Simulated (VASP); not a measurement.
# CsCdCl3: single point with LDA

CsCdCl3:

```
Cs Cd Cl
1.0
     5.20000    0.00000    0.00000
     0.00000    5.27800    0.00000
     0.00000    0.00000    5.20000
Cs Cd Cl
1 1 3
Direct
  0.00000 0.00000 0.00000
  0.50000 0.50000 0.50000
  0.00000 0.50000 0.50000
  0.50000 0.00000 0.50000
  0.50000 0.50000 0.00000
```

This cell differs from its parent crystal: strain +0.0150 x Voigt [0, 1, 0, 0, 0, 0].

```
Program                : VASP 6.6.1
Task                   : single point
Functional             : LDA
Potentials or basis    : VASP PAW LDA potentials, release 64 (Cs_sv, Cd, Cl)
Cutoff                 : 520 eV
k mesh                 : 6 × 6 × 6
Occupations            : gaussian, width 0.05 eV
Spin                   : no spin polarisation
Dipole correction      : no
Further INCAR settings : ALGO = Normal; EDIFF = 1e-06; NBANDS = 29
```

The pressure is -2.2 GPa and the band gap on the k mesh is 1.49 eV, indirect (least direct gap 2.06 eV).

Stress tensor (GPa, compression positive):
```
-1.97  0.00  0.00
 0.00 -2.54  0.00
 0.00  0.00 -1.97
```

Levels at points of the mesh, in eV from the valence-band top:
```
           k point  band 17  band 18  band 19  band 20  band 21  band 22  band 23  band 24  band 25  band 26
(0.00, 0.00, 0.00)    -0.88    -0.88    -0.57    -0.57    -0.57     1.49     5.55     5.88     5.94     7.16
(0.50, 0.00, 0.00)    -1.10    -0.91    -0.91    -0.83    -0.83     4.24     6.90     7.25     7.73     8.00
(0.00, 0.50, 0.00)    -1.11    -0.86    -0.86    -0.83    -0.83     4.08     6.85     7.14     7.76     7.94
(0.50, 0.50, 0.00)    -1.07    -1.07    -1.07    -0.29    -0.05     5.91     6.93     7.08     7.62     8.03
(0.50, 0.00, 0.50)    -1.11    -0.99    -0.99    -0.27    -0.01     6.02     7.03     7.03     7.65     8.11
(0.50, 0.50, 0.50)    -0.27    -0.27    -0.26    -0.06     0.00     5.59     5.67     5.67     7.26     7.71
```

Wall time 2.2 min on 1 thread of Intel(R) Xeon(R) Platinum 8259CL CPU @ 2.50GHz (Skylake/Cascade Lake) (shared host), peak memory 0.3 GiB.

Caveat: the cell differs from its parent crystal (strain +0.0150 x Voigt [0, 1, 0, 0, 0, 0]); spin-orbit coupling is left out, which moves the levels of the heavy elements. A k mesh can miss the band edges.
